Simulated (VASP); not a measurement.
# Al2Ru (I4/mmm) in VASP: notebook, part 2 of 2

VASP 6.6.1. Earlier steps stand in the parts before.

### 3 Relaxation of cell and atoms, PBEsol

Input file INCAR:

```
PREC = Accurate
ENCUT = 600
EDIFF = 1E-6
ISMEAR = -1
SIGMA = 0.15
LREAL = F
LASPH = T
NELM = 100
ALGO = Normal
ISIF = 3
LWAVE = F
LCHARG = F
GGA = PS
IBRION = 2
NSW = 80
EDIFFG = -0.001
```

Input file KPOINTS:

```
Automatic mesh
0
Gamma
  18 18 18
```

Input file POSCAR:

```
Al2Ru
1.0
   -1.5606788816      1.5606788816      4.2115520757
    1.5606788816     -1.5606788816      4.2115520757
    1.5606788816      1.5606788816     -4.2115520757
Al Ru
2 1
Direct
    0.6590760825      0.6590760825      0.0000000000
    0.3409239175      0.3409239175      0.0000000000
    0.0000000000      0.0000000000      0.0000000000
```

Potentials or basis: VASP PAW PBE potentials, release 64 (Al, Ru_pv).

Command:

```bash
$ cat potpaw_PBE.64/Al/POTCAR potpaw_PBE.64/Ru_pv/POTCAR > POTCAR
$ mpirun -np 1 vasp_std > vasp.out
```

OUTCAR:

```text
PREC = Accurate
   ENCUT = 600
   EDIFF = 1E-6
   ISMEAR = -1
   LREAL = F
   LASPH = T
   NELM = 100
   ISIF = 3
   GGA = PS
   IBRION = 2
   NSW = 80
   EDIFFG = -0.001

 ion  position               nearest neighbor table
   1  0.659  0.659  0.000-   3 2.58   3 2.58   3 2.58   3 2.58   2 2.68   2 2.69   2 2.69   2 2.69
                             2 2.69   3 2.87
   2  0.341  0.341  0.000-   3 2.58   3 2.58   3 2.58   3 2.58   1 2.68   1 2.69   1 2.69   1 2.69
                             1 2.69   3 2.87
   3  0.000  0.000  0.000-   1 2.58   1 2.58   2 2.58   1 2.58   2 2.58   2 2.58   1 2.58   2 2.58
                             1 2.87   2 2.87

  LATTYP: Found a body centered tetragonal cell.
 ALAT       =     3.1213577632
 C/A-ratio  =     2.6985385177

  Lattice vectors:

 A1 = (  -1.5606788816,   1.5606788816,   4.2115520757)
 A2 = (   1.5606788816,  -1.5606788816,   4.2115520757)
[... 391 lines left out ...]
      7       8.5438      1.99999
      8       8.5438      1.99999
      9       8.6124      1.99999
     10       9.5825      1.99371
     11      12.9856      0.00000
     12      15.1871      0.00000
     13      16.6100      0.00000
     14      16.6100      0.00000
[... 377 lines left out ...]
      1     -32.0690      2.00000
      2     -32.0138      2.00000
      3     -31.9358      2.00000
      4       0.5132      2.00000
      5       5.5908      2.00000
      6       6.7705      2.00000
      7       7.0674      2.00000
      8       8.4694      2.00000
      9       8.7367      1.99998
     10       9.5470      1.99503
     11      12.7174      0.00000
     12      13.6297      0.00000
     13      14.5021      0.00000
     14      15.9063      0.00000

 [... further k-points ...]

------------------------ aborting loop because EDIFF is reached ----------------------------------------

  FORCE on cell =-STRESS in cart. coord.  units (eV):
  Direction    XX          YY          ZZ          XY          YZ          ZX
  --------------------------------------------------------------------------------------
  -------------------------------------------------------------------------------------
  Total        0.0002157      0.0002157      0.0012426      0.0000000      0.0000000      0.0000000
  in kB        0.0084126      0.0084126      0.0484577      0.0000000      0.0000000      0.0000000
  external PRESSURE =       0.0217609 kB  Pullay stress =       0.0000000 kB
[... 18 lines left out ...]
  FREE ENERGIE OF THE ION-ELECTRON SYSTEM (eV)
  ---------------------------------------------------
  free  energy   TOTEN  =       -20.3450489041 eV

  energy  without entropy=      -20.3032504172  energy(sigma->0) =      -20.32414966

 reached required accuracy - stopping structural energy minimisation
```

OSZICAR:

```text
N       E                     dE             d eps       ncg     rms          rms(c)
DAV:   1     0.128474216665E+03    0.12847E+03   -0.11621E+04 13720   0.148E+03
DAV:   2    -0.182342428323E+02   -0.14671E+03   -0.14331E+03 15222   0.342E+02
DAV:   3    -0.212999004609E+02   -0.30657E+01   -0.30263E+01 17312   0.489E+01
DAV:   4    -0.213256306867E+02   -0.25730E-01   -0.25726E-01 15486   0.474E+00
[... 319 lines left out ...]
DAV:   1    -0.203450492726E+02   -0.21320E-06   -0.98794E-06 15072   0.322E-02    0.444E-03
DAV:   2    -0.203450489864E+02    0.28619E-06   -0.13984E-06  7048   0.121E-02
  73 F= -.20345049E+02 E0= -.20324162E+02  d E =-.180828E-06
       N       E                     dE             d eps       ncg     rms          rms(c)
DAV:   1    -0.203450489141E+02    0.35845E-06   -0.16493E-06  6780   0.123E-02    0.990E-04
DAV:   2    -0.203450489041E+02    0.10024E-07   -0.19866E-07  6738   0.459E-03
  74 F= -.20345049E+02 E0= -.20324150E+02  d E =-.985424E-07
```

CONTCAR:

```text
Al2Ru
   1.00000000000000
    -1.5625446559203886    1.5625446559203886    4.2069813010524495
     1.5625446559203886   -1.5625446559203886    4.2069813010524495
     1.5625446559203886    1.5625446559203886   -4.2069813010524495
  Al              Ru
     2     1
Direct
     0.6589283719532804    0.6589283719532804    0.0000000000000000
     0.3410716280467195    0.3410716280467195    0.0000000000000000
     0.0000000000000000    0.0000000000000000    0.0000000000000000

  0.00000000E+00  0.00000000E+00  0.00000000E+00
  0.00000000E+00  0.00000000E+00  0.00000000E+00
  0.00000000E+00  0.00000000E+00  0.00000000E+00
```

It took 2.3 h on 1 thread of Intel Xeon Platinum 8259CL at 2.50GHz (Skylake/Cascade Lake), shared host; peak memory 0.56 GiB.

Results:

| Item | Value |
| --- | --- |
| Free energy | -20.3450 eV |
| Relaxed volume | 13.70 Å³/atom |
| Relaxed cell | a = 4.752 Å, b = 4.752 Å, c = 4.752 Å, α = 141.61°, β = 141.61°, γ = 55.42° |
| Space group after relaxing (to 0.1 Å) | I4/mmm (No. 139) |
| Energy gained by relaxing | 0.1 meV/atom |
| Ionic steps | 74 |
| Pressure after relaxing | 0.0 GPa |
| Band gap on the k mesh | zero (bands 10 and 11 overlap by 0.17 eV) |

Step by step:
| step | energy change (eV) | largest force (eV/Å) | pressure (GPa) | volume (Å³) |
| --- | --- | --- | --- | --- |
| 1 | 0.0000 | 0.0386 | 0.22 | 41.03 |
| 3 | -0.0002 | 0.0070 | -0.08 | 41.11 |
| 5 | -0.0002 | 0.0131 | 0.10 | 41.07 |
| 7 | -0.0002 | 0.0038 | 0.07 | 41.09 |
| 9 | -0.0002 | 0.0041 | 0.02 | 41.09 |
| 11 | -0.0002 | 0.0022 | -0.04 | 41.09 |
| 13 | -0.0002 | 0.0029 | -0.09 | 41.09 |
| 15 | -0.0002 | 0.0026 | -0.05 | 41.09 |
| 17 | -0.0002 | 0.0005 | -0.02 | 41.09 |
| 19 | -0.0002 | 0.0005 | -0.08 | 41.09 |
| 21 | -0.0002 | 0.0012 | -0.03 | 41.09 |
| 23 | -0.0002 | 0.0028 | 0.08 | 41.08 |
| 25 | -0.0002 | 0.0023 | 0.04 | 41.08 |
| 27 | -0.0002 | 0.0020 | 0.00 | 41.09 |
| 29 | -0.0002 | 0.0003 | 0.03 | 41.08 |
| 31 | -0.0002 | 0.0025 | 0.02 | 41.08 |
| 33 | -0.0002 | 0.0025 | 0.00 | 41.08 |
| 35 | -0.0002 | 0.0025 | 0.00 | 41.08 |
| 37 | -0.0002 | 0.0024 | 0.00 | 41.08 |
| 39 | -0.0002 | 0.0024 | 0.00 | 41.08 |
| 41 | -0.0002 | 0.0024 | 0.00 | 41.08 |
| 43 | -0.0002 | 0.0024 | 0.00 | 41.08 |
| 45 | -0.0002 | 0.0024 | 0.00 | 41.08 |
| 47 | -0.0002 | 0.0024 | 0.00 | 41.08 |
| 49 | -0.0002 | 0.0024 | 0.00 | 41.08 |
| 51 | -0.0002 | 0.0020 | -0.01 | 41.08 |
| 53 | -0.0002 | 0.0004 | -0.04 | 41.09 |
| 55 | -0.0002 | 0.0021 | -0.06 | 41.09 |
| 57 | -0.0002 | 0.0020 | -0.06 | 41.09 |
| 59 | -0.0002 | 0.0023 | -0.02 | 41.09 |
| 61 | -0.0002 | 0.0023 | -0.01 | 41.09 |
| 63 | -0.0002 | 0.0023 | -0.01 | 41.09 |
| 65 | -0.0002 | 0.0023 | 0.00 | 41.09 |
| 67 | -0.0002 | 0.0018 | 0.04 | 41.08 |
| 69 | -0.0002 | 0.0017 | 0.02 | 41.09 |
| 71 | -0.0002 | 0.0009 | -0.01 | 41.09 |
| 73 | -0.0002 | 0.0015 | -0.03 | 41.09 |
| 74 | -0.0002 | 0.0006 | 0.00 | 41.09 |

Final structure:
```
Al Ru
1.0
    -1.56254    1.56254    4.20698
     1.56254   -1.56254    4.20698
     1.56254    1.56254   -4.20698
Al Ru
2 1
Direct
  0.65893 0.65893 0.00000
  0.34107 0.34107 0.00000
  0.00000 0.00000 0.00000
```

Caveat: the PAW data sets were made with another functional, which shifts forces and pressure a little.
